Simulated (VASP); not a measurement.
# Ta2Si3 (P4/mmm) in VASP: density of states with PBE

Aim: the density of states of Ta2Si3 with PBE.

Program: VASP 6.6.1. These are calculated values, not measurements. Logs are shortened: lines on timing, memory, paths and dates and some standing lists are left out, and cuts for length are marked.

**1. The cell of the first run**

It takes space group P4/mmm (No. 123, tetragonal). The conventional cell has a = 4.739 Å, b = 4.739 Å, c = 4.222 Å, α = 90.00°, β = 90.00°, γ = 90.00°. Within 3.1 Å of Ta (site symmetry mmm) lie 2 Si at 2.37 Å. Si (site symmetry 4/mmm) has 2 Si at 2.11 Å within 2.8 Å. Within 2.8 Å of Si (site symmetry 4/mmm) lie 2 Si at 2.11 Å and 4 Ta at 2.37 Å. Si (site symmetry 4/mmm) has 8 Ta at 3.17 Å and 12 Si at 3.35 to 3.96 Å within 4.2 Å.

**2. Density of states, PBE**

Input file POSCAR:

```
Ta2Si3
1.0
    4.7387532495      0.0000000000      0.0000000000
    0.0000000000      4.7387532495      0.0000000000
    0.0000000000      0.0000000000      4.2220539215
Ta Si
2 3
Direct
    0.0000000000      0.5000000000      0.5000000000
    0.5000000000      0.0000000000      0.5000000000
    0.5000000000      0.5000000000      0.0000000000
    0.5000000000      0.5000000000      0.5000000000
    0.0000000000      0.0000000000      0.0000000000
```

Input file INCAR.step1:

```
SYSTEM = Ta2Si3
PREC = Accurate
ENCUT = 520
EDIFF = 1E-7
ISMEAR = 0
SIGMA = 0.1
LREAL = .FALSE.
LASPH = .TRUE.
NELM = 60
ALGO = Normal
ISIF = 2
LWAVE = .FALSE.
LCHARG = .TRUE.
LMAXMIX = 4
GGA = PE
NBANDS = 25
```

Input file KPOINTS.step1:

```
Automatic mesh
0
G
  8 8 10
  0 0 0
```

Input file INCAR.step2:

```
SYSTEM = Ta2Si3
PREC = Accurate
ENCUT = 520
EDIFF = 1E-7
ISMEAR = -5
SIGMA = 0.1
LREAL = .FALSE.
LASPH = .TRUE.
NELM = 60
ALGO = Normal
ISIF = 2
LWAVE = .FALSE.
LCHARG = .FALSE.
LMAXMIX = 4
GGA = PE
LORBIT = 11
NEDOS = 2001
ICHARG = 11
```

Input file KPOINTS.step2:

```
Automatic mesh
0
G
  12 12 15
  0 0 0
```

Potentials or basis: VASP PAW PBE potentials, release 64 (Ta_pv, Si).

Launch:

```console
> cat potpaw_PBE.64/Ta_pv/POTCAR potpaw_PBE.64/Si/POTCAR > POTCAR
> cp INCAR.step1 INCAR
> cp KPOINTS.step1 KPOINTS
> mpirun -np 1 vasp_std > vasp.out
> cp INCAR.step2 INCAR
> cp KPOINTS.step2 KPOINTS
> mpirun -np 1 vasp_std > vasp.out
```

OUTCAR:

```text
SYSTEM = Ta2Si3
   PREC = Accurate
   ENCUT = 520
   EDIFF = 1E-7
   ISMEAR = -5
   LREAL = .FALSE.
   LASPH = .TRUE.
   NELM = 60
   ISIF = 2
   GGA = PE
   LORBIT = 11
   ICHARG = 11

 ion  position               nearest neighbor table
   1  0.000  0.500  0.500-   4 2.37   4 2.37   5 3.17   3 3.17   5 3.17   5 3.17   5 3.17   3 3.17
                             3 3.17   3 3.17   2 3.35   2 3.35   2 3.35   2 3.35
   2  0.500  0.000  0.500-   4 2.37   4 2.37   5 3.17   3 3.17   5 3.17   3 3.17   3 3.17   3 3.17
                             5 3.17   5 3.17   1 3.35   1 3.35   1 3.35   1 3.35
   3  0.500  0.500  0.000-   4 2.11   4 2.11   1 3.17   1 3.17   2 3.17   2 3.17   2 3.17   2 3.17
                             1 3.17   1 3.17
   4  0.500  0.500  0.500-   3 2.11   3 2.11   1 2.37   2 2.37   2 2.37   1 2.37
   5  0.000  0.000  0.000-   1 3.17   2 3.17   1 3.17   2 3.17   1 3.17   1 3.17   2 3.17   2 3.17

  LATTYP: Found a simple tetragonal cell.
 ALAT       =     4.7387532495
 C/A-ratio  =     0.8909630232

  Lattice vectors:

 A1 = (   4.7387532495,   0.0000000000,   0.0000000000)
 A2 = (   0.0000000000,   4.7387532495,   0.0000000000)
 A3 = (   0.0000000000,   0.0000000000,   4.2220539215)

Analysis of symmetry for initial positions (statically):
=====================================================================
 Subroutine PRICEL returns:
 Original cell was already a primitive cell.

 Routine SETGRP: Setting up the symmetry group for a
 simple tetragonal supercell.

 Subroutine GETGRP returns: Found 16 space group operations
 (whereof 16 operations were pure point group operations)
 out of a pool of 16 trial point group operations.

The static configuration has the point symmetry D_4h.

Analysis of symmetry for dynamics (positions and initial velocities):
=====================================================================
 Subroutine PRICEL returns:
 Original cell was already a primitive cell.

 Routine SETGRP: Setting up the symmetry group for a
 simple tetragonal supercell.

 Subroutine GETGRP returns: Found 16 space group operations
 (whereof 16 operations were pure point group operations)
 out of a pool of 16 trial point group operations.

The dynamic configuration has the point symmetry D_4h.

 Subroutine INISYM returns: Found 16 space group operations
[... 107 lines left out ...]
   EDIFFG = 0.1E-05   stopping-criterion for IOM
   NSW    =      0    number of steps for IOM
   IBRION =     -1    ionic relax: 0-MD 1-quasi-New 2-CG
   NFREE  =      0    steps in history (QN), initial steepest desc. (CG)
   ISIF   =      2    stress and relaxation
   ISYM   =      2    0-nonsym 1-usesym 2-fastsym
   POTIM  = 0.5000    time-step for ionic-motion
   TEBEG  =    0.0;   TEEND  =   0.0 temperature during run
   PSTRESS=    0.0 pullay stress
   NELECT =      34.0000    total number of electrons
   NUPDOWN=      -1.0000    fix difference up-down
   EMIN   =  10.00;   EMAX   =-10.00  energy-range for DOS
   EFERMI =   0.00;   METHOD = LEGACY
   ISMEAR =    -5;   SIGMA  =   0.10  broadening in eV -4-tet -1-fermi 0-gaus
   EFERMI_NEDOS =   21; number of points for ismear=-14 and -15
   IALGO  =     38    algorithm
   IMIX   =      4    mixing-type and parameters
     AMIX     =   0.40;   BMIX     =  1.00
     AMIX_MAG =   1.60;   BMIX_MAG =  1.00
  volume/ion in A,a.u.               =      18.96       127.96
  Fermi-wavevector in a.u.,A,eV,Ry     =   1.163100  2.197941 18.405991  1.352802
  Thomas-Fermi vector in A             =   2.299654
   LORBIT       =     11    0 simple, 1 ext, 2 COOP (PROOUT), +10 PAW based schemes
   GGA     = PE    functional components
   LHFCALC =     F    Hartree Fock is set to
   AEXX    =    0.0000 exact exchange contribution
   IVDW    =     0    specifies the selected vdW correction
   LEPSILON=     F    determine dielectric tensor
   LRPA    =     F    only Hartree local field effects (RPA)
 non-spin polarized calculation
 Fermi weights with tetrahedron method with Bloechl corrections
  energy-cutoff  :      520.00
  volume of cell :       94.81
 maximum number of plane-waves:      2576
 NGX is ok and might be reduce to    36

 number of electron      33.9999994 magnetization

 Free energy of the ion-electron system (eV)
  ---------------------------------------------------
  ext. energy  EPLUGINS =         0.00000000
  ---------------------------------------------------
  free energy    TOTEN  =       -34.67531977 eV

  energy without entropy =      -34.67531977  energy(sigma->0) =      -34.67531977

 E-fermi :   6.3449     XC(G=0): -10.8884

 val. band max:        6.3850153812   @ k =   0.5000   0.1667   0.2667
 cond. band min:       6.2993300413   @ k =   0.5000   0.1667   0.4667
 fundamental gap:     -0.0856853399
 Fermi energy:         6.3449009953

 k-point     1 :       0.0000    0.0000    0.0000
  band No.  band energies     occupation
      1     -28.7815      2.00000
      2     -28.7481      2.00000
      3     -28.6834      2.00000
      4     -28.6834      2.00000
      5     -28.5214      2.00000
      6     -28.5214      2.00000
[... 565 lines left out ...]
     20       7.9865      0.00000
     21       8.3828      0.00000

 [... further k-points ...]
[... 5 lines left out ...]
  --------------------------------------------------------------------------------------
  -------------------------------------------------------------------------------------
  Total        0.0467787      0.0467787     -0.0774599      0.0000000      0.0000000      0.0000000
  in kB        0.7905094      0.7905094     -1.3089878      0.0000000      0.0000000      0.0000000
  external PRESSURE =       0.0906770 kB  Pullay stress =       0.0000000 kB

 VOLUME and BASIS-vectors are now :
 -----------------------------------------------------------------------------
  energy-cutoff  :      520.00
  volume of cell :       94.81
      direct lattice vectors                 reciprocal lattice vectors
     4.738753250  0.000000000  0.000000000     0.211025970  0.000000000  0.000000000
     0.000000000  4.738753250  0.000000000     0.000000000  0.211025970  0.000000000
     0.000000000  0.000000000  4.222053921     0.000000000  0.000000000  0.236851546

 POSITION                                       TOTAL-FORCE (eV/Angst)
 -----------------------------------------------------------------------------------
      0.00000      2.36938      2.11103         0.000000      0.000000      0.000000
      2.36938      0.00000      2.11103         0.000000      0.000000      0.000000
      2.36938      2.36938      0.00000         0.000000      0.000000      0.000000
      2.36938      2.36938      2.11103         0.000000      0.000000      0.000000
      0.00000      0.00000      0.00000         0.000000      0.000000      0.000000
 -----------------------------------------------------------------------------------
    total drift:                                0.000000     -0.000000      0.000000

  FREE ENERGIE OF THE ION-ELECTRON SYSTEM (eV)
  ---------------------------------------------------
  free  energy   TOTEN  =       -34.6753197667 eV

  energy  without entropy=      -34.6753197667  energy(sigma->0) =      -34.67531977

 total charge

# of ion       s       p       d       tot
------------------------------------------
    1        0.293   6.113   2.324   8.730
    2        0.293   6.113   2.324   8.730
    3        0.841   0.806   0.000   1.647
    4        0.811   1.175   0.000   1.986
    5        0.801   0.675   0.000   1.477
--------------------------------------------------
tot          3.040  14.881   4.648  22.570
```

OUTCAR.step1:

```text
SYSTEM = Ta2Si3
   PREC = Accurate
   ENCUT = 520
   EDIFF = 1E-7
   ISMEAR = 0
   LREAL = .FALSE.
[... 910 lines left out ...]
      2.36938      2.36938      0.00000         0.000000      0.000000      0.000000
      2.36938      2.36938      2.11103         0.000000      0.000000      0.000000
      0.00000      0.00000      0.00000         0.000000      0.000000      0.000000
 -----------------------------------------------------------------------------------
    total drift:                                0.000000     -0.000000      0.000000

  FREE ENERGIE OF THE ION-ELECTRON SYSTEM (eV)
  ---------------------------------------------------
  free  energy   TOTEN  =       -34.6868703703 eV

  energy  without entropy=      -34.6679352962  energy(sigma->0) =      -34.67740283
```

Wall time 2.3 min (1 thread of Intel Xeon 6975P-C (Granite Rapids), shared host); peak memory 0.47 GiB.

What came out:

| Item | Value |
| --- | --- |
| Valence electrons inside the program's atomic spheres | Ta 8.73; Si 1.65, 1.99, 1.48 |

Levels at points of the mesh, in eV from the Fermi level:
| k point | band 14 | band 15 | band 16 | band 17 | band 18 | band 19 | band 20 | band 21 |
| --- | --- | --- | --- | --- | --- | --- | --- | --- |
| (0.00, 0.00, 0.00) | -1.54 | -1.35 | -1.35 | -0.30 | 0.50 | 0.58 | 1.08 | 1.09 |
| (0.50, 0.00, 0.00) | -1.87 | -1.70 | -1.66 | -0.80 | 0.31 | 0.48 | 1.07 | 1.48 |
| (0.50, 0.50, 0.00) | -2.28 | -1.63 | -0.55 | -0.55 | 1.48 | 1.87 | 2.99 | 3.09 |

Caveat: spin-orbit coupling is left out, which moves the levels of the heavy elements; tetrahedron occupations give inexact forces and stress in metals.
